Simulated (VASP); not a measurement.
Write the native input for VASP 6.6.1 that does the following.

- Task: single point
- Functional: PBEsol
- Potentials or basis: VASP PAW PBE potentials, release 64 (Cu)
- Cutoff: 520 eV
- k mesh: 19 × 19 × 19
- Occupations: fermi-dirac, width 0.08 eV
- Spin: no spin polarisation
- Dipole correction: no
- Further INCAR settings: ALGO = Normal; EDIFF = 1e-07; NBANDS = 12

The structure of Cu lies in POSCAR:

```
Cu
1.0
    0.0000000000      1.8194705475      1.8194705475
    1.8194705475      0.0000000000      1.8194705475
    1.8194705475      1.8194705475      0.0000000000
Cu
1
Direct
    0.0000000000      0.0000000000      0.0000000000
```

This cell differs from its parent crystal: volume scaled by 1.02.

One way to write it, as run:

INCAR

```
SYSTEM = Cu
  PREC = Accurate
  ENCUT = 520
  EDIFF = 1E-7
  ISMEAR = -1
  SIGMA = 0.08
  LREAL = .False.
  LASPH = .True.
  NELM = 100
  ALGO = Normal
  ISIF = 2
  LWAVE = .False.
  LCHARG = .False.
  GGA = PS
  NBANDS = 12
```

KPOINTS

```
regular mesh
0
Gamma
  19 19 19
  0 0 0
```

Potentials or basis: VASP PAW PBE potentials, release 64 (Cu).

Launch:

```bash
$ cat potpaw_PBE.64/Cu/POTCAR > POTCAR
$ mpirun -np 1 vasp_std > vasp.out
```

Results of the run:

```
Pressure : -8.4 GPa
```

Caveat: the PAW data sets were made with another functional, which shifts forces and pressure a little.

Wall time 47 s on 1 thread of Intel Xeon 8259CL, on a shared host, peak memory 0.15 GiB.
